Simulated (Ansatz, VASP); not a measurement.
Two plane-wave programs on TiAl

INCAR

```
  ALGO = Normal
  EDIFF = 1E-6
  ENCUT = 500
  GGA = PS
  GGA_COMPAT = False
  ISIF = 2
  ISMEAR = 0
  LASPH = True
  LCHARG = False
  LREAL = False
  LWAVE = False
  NBANDS = 14
  NELM = 120
  PREC = Accurate
  SIGMA = 0.15
```

The input KPOINTS:

```
k-points
0
Gamma
  24 24 14
```

POSCAR

```
TiAl
1.0
    2.8478212843      0.0000000000      0.0000000000
   -1.4239106421      2.4662855776      0.0000000000
    0.0000000000      0.0000000000      4.7007937738
Ti Al
1 1
Direct
    0.0000000000      0.0000000000      0.0000000000
    0.3333333333      0.6666666667      0.5000000000
```

Input for Ansatz:

```yaml
crystal:
  lattice:
    - [2.8478212843, 0.0, 0.0]
    - [-1.4239106421, 2.4662855776, 0.0]
    - [0.0, 0.0, 4.7007937738]
  atoms:
    - { symbol: Ti, position: [0.0, 0.0, 0.0] }
    - { symbol: Al, position: [0.3333333333, 0.6666666667, 0.5] }
basis:
  ecutwfc: 420
kpoints:
  mp_grid: { grid: [24, 24, 14] }
hamiltonian:
  xc: pbesol
scf:
  occupations: { method: gaussian, width: 0.15 }
output:
  forces: true
  stress: true
  eigenvalues: true
```

Change from the starting cell: strain +0.0175 x Voigt [0, 0, 1, 0, 0, 0], atoms carried along.

Alike in both runs: task single point; functional PBEsol; k mesh 24 × 24 × 14; occupations gaussian, width 0.15 eV; no spin polarisation.

|  | VASP | Ansatz |
| --- | --- | --- |
| version | VASP 6.6.1 | Ansatz 0.2.0 |
| potentials or method | VASP PAW PBE potentials, release 64 (Ti_sv, Al), cutoff 500 eV | scalar-relativistic, plane waves, PAW |
| valence electrons in the cell | 15 | 15 |

|  | VASP | Ansatz | Ansatz less VASP |
| --- | --- | --- | --- |
| gap on the k mesh at the Fermi level (eV) | none | none | - |
| pressure (GPa) | -2.0 | -2.1 | -0.01 |
| traceless stress, the component that is largest in VASP (GPa) | -1.96 | -2.03 | -0.066 |

VASP's potentials were made for PBE, not for PBEsol. A gap of «none» marks a metal or a gap that the smearing closes.
